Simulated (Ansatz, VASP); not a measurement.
# Two plane-wave programs on WS2

INCAR

```
SYSTEM = WS2
PREC = Accurate ; ENCUT = 500
EDIFF = 1E-6 ; ISMEAR = -1
SIGMA = 0.05 ; LREAL = .False.
LASPH = .True. ; NELM = 120
ALGO = Normal ; ISIF = 2
LWAVE = .False. ; LCHARG = .True.
GGA = RP ; LELF = .True.
LVHAR = .True. ; NBANDS = 49
GGA_COMPAT = .False.
```

The input KPOINTS:

```
regular mesh
0
Gamma
  10 10 1
  0 0 0
```

The input POSCAR:

```
WS2
1.0
    3.1829541699      0.0000000000      0.0000000000
   -1.5914770850      2.7565191702      0.0000000000
    0.0000000000      0.0000000000     28.5322178600
W S
3 6
Direct
    0.6666666667      0.3333333333      0.4343616800
    0.6666666667      0.3333333333      0.8855337800
    0.0000000000      0.0000000000      0.6592864300
    0.6666666667      0.3333333333      0.6046252100
    0.0000000000      0.0000000000      0.3797102500
    0.0000000000      0.0000000000      0.8308482800
    0.6666666667      0.3333333333      0.7139522100
    0.0000000000      0.0000000000      0.4890304200
    0.0000000000      0.0000000000      0.9401857300
```

The input input.yaml:

```yaml
crystal:
  lattice:
    - [3.1829541699, 0.0, 0.0]
    - [-1.591477085, 2.7565191702, 0.0]
    - [0.0, 0.0, 28.53221786]
  atoms:
    - { symbol: W, position: [0.6666666667, 0.3333333333, 0.43436168] }
    - { symbol: W, position: [0.6666666667, 0.3333333333, 0.88553378] }
    - { symbol: W, position: [0.0, 0.0, 0.65928643] }
    - { symbol: S, position: [0.6666666667, 0.3333333333, 0.60462521] }
    - { symbol: S, position: [0.0, 0.0, 0.37971025] }
    - { symbol: S, position: [0.0, 0.0, 0.83084828] }
    - { symbol: S, position: [0.6666666667, 0.3333333333, 0.71395221] }
    - { symbol: S, position: [0.0, 0.0, 0.48903042] }
    - { symbol: S, position: [0.0, 0.0, 0.94018573] }
hamiltonian:
  xc: rpbe
  pseudopotentials: { kind: paw }
kpoints:
  mp_grid: { grid: [10, 10, 1] }
  band_path:
    path:
      - [[0.0, 0.0, 0.0], [0.5, 0.0, 0.0], [0.3333333333, 0.3333333333, 0.0], [0.0, 0.0, 0.0], [0.0, 0.0, 0.5], [0.5, 0.0, 0.5], [0.3333333333, 0.3333333333, 0.5], [0.0, 0.0, 0.5]]
      - [[0.5, 0.0, 0.5], [0.5, 0.0, 0.0]]
      - [[0.3333333333, 0.3333333333, 0.0], [0.3333333333, 0.3333333333, 0.5]]
    npoints: 10
scf:
  occupations: { method: fermi_dirac, width: 0.05 }
  n_extra_bands: 22
output:
  forces: true
  stress: true
  eigenvalues: true
  fatbands: false
```

Alike in both runs: functional RPBE; k mesh 10 × 10 × 1; occupations fermi-dirac, width 0.05 eV; no spin polarisation.

```csv
,VASP,Ansatz
version,VASP 6.6.1,Ansatz 0.2.0
potentials or method,"VASP PAW PBE potentials, release 64 (W_sv, S)",Ansatz PAW
plane-wave cutoff (eV),500,420
valence electrons in the cell,78,78
task,single point,band structure
```

Ansatz gave:

```
gap on the k mesh at the Fermi level (eV) : 1.52
least direct gap on the mesh (eV)         : 2.11
rms of the force components (eV/Å)        : 0.169
```

Question: What did VASP give for the same quantities?

Answer: gap on the k mesh at the Fermi level (eV): 1.53; least direct gap on the mesh (eV): 2.12; rms of the force components (eV/Å): 0.165.

VASP's potentials were made for PBE, not for RPBE. Atom by atom the forces differ by 0.004 eV/Å (rms over components).

Neither program's run includes spin-orbit coupling. Noted on Ansatz's run: the k mesh misses the band edges, so the gap on the mesh is wider than the one along the path.
